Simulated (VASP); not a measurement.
A run of VASP 6.6.1:

The input INCAR:

```
  ALGO = Normal
  EDIFF = 1E-7
  ENCUT = 520
  GGA = PE
  ISIF = 2
  ISMEAR = 0
  LASPH = T
  LCHARG = T
  LELF = T
  LREAL = F
  LVHAR = T
  LWAVE = F
  NBANDS = 22
  NELM = 60
  PREC = Accurate
  SIGMA = 0.1
```

File KPOINTS:

```
k-points
0
Gamma
  8 6 6
```

Contents of POSCAR:

```
SiNi
1.0
    3.0266200000      0.0000000000      0.0000000000
    0.0000000000      3.2735000000      0.0000000000
    0.0000000000      0.0000000000      4.6977600000
Si Ni
2 2
Direct
    0.5000000000      0.5000000000      0.8423000000
    0.0000000000      0.0000000000      0.1577000000
    0.5000000000      0.5000000000      0.3442200000
    0.0000000000      0.0000000000      0.6557800000
```

Potentials or basis: VASP PAW PBE potentials, release 64 (Si, Ni).

The run is started by

```bash
$ cat potpaw_PBE.64/Si/POTCAR potpaw_PBE.64/Ni/POTCAR > POTCAR
$ mpirun -np 1 vasp_std > vasp.out
```

Hardware: 1 thread of Intel Xeon 8259CL, on a shared host.

Question: How long does it take, and how much memory?

Answer: Wall time 2.2 min on 1 thread of Intel Xeon 8259CL, on a shared host, peak memory 0.17 GiB. Counts: scf iterations 17, k points 80.
